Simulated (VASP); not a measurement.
Wanted: the native input for a VASP 6.6.1 run.

| Quantity | Value |
| --- | --- |
| Task | electric field gradients |
| Functional | PBE |
| Potentials or basis | VASP PAW PBE potentials, release 64 (Fe) |
| Cutoff | 520 eV |
| k mesh | 22 × 22 × 22 |
| Occupations | gaussian, width 0.05 eV |
| Spin | collinear spin, ferromagnetic start |
| Starting moments | [2.43] μB |
| Dipole correction | no |
| Further INCAR settings | ALGO = Normal; EDIFF = 1e-08; NBANDS = 14 |

The structure of Fe lies in POSCAR:

```
Fe
1.0
   -1.4155932729      1.4155932729      1.4155932729
    1.4155932729     -1.4155932729      1.4155932729
    1.4155932729      1.4155932729     -1.4155932729
Fe
1
Direct
    0.0000000000      0.0000000000      0.0000000000
```

One way to write it, as run:

INCAR

```
ALGO = Normal
EDIFF = 1E-8
ENCUT = 520
GGA = PE
ISIF = 2
ISMEAR = 0
ISPIN = 2
LASPH = True
LCHARG = False
LEFG = True
LMAXMIX = 4
LORBIT = 11
LREAL = False
LWAVE = False
MAGMOM = 2.43
NBANDS = 14
NELM = 150
PREC = Accurate
SIGMA = 0.05
```

KPOINTS

```
k-points
0
Gamma
  22 22 22
```

Potentials or basis: VASP PAW PBE potentials, release 64 (Fe).

Command:

```bash
$ cat potpaw_PBE.64/Fe/POTCAR > POTCAR
$ mpirun -np 1 vasp_std > vasp.out
```

Results of the run:

| Property | Result |
| --- | --- |
| Pressure | -0.3 GPa |
| Net moment | 2.18 μB per cell |
| Site moments | Fe +2.17 μB |
| Valence electrons inside the program's atomic spheres | Fe 7.27 |

Caveat: without QUAD_EFG the Cq values of the log hold for a quadrupole moment of 1 mb, not for the nuclei.

Wall time 4.8 min on 1 thread of AMD EPYC 7R13 (shared host), peak memory 0.16 GiB.
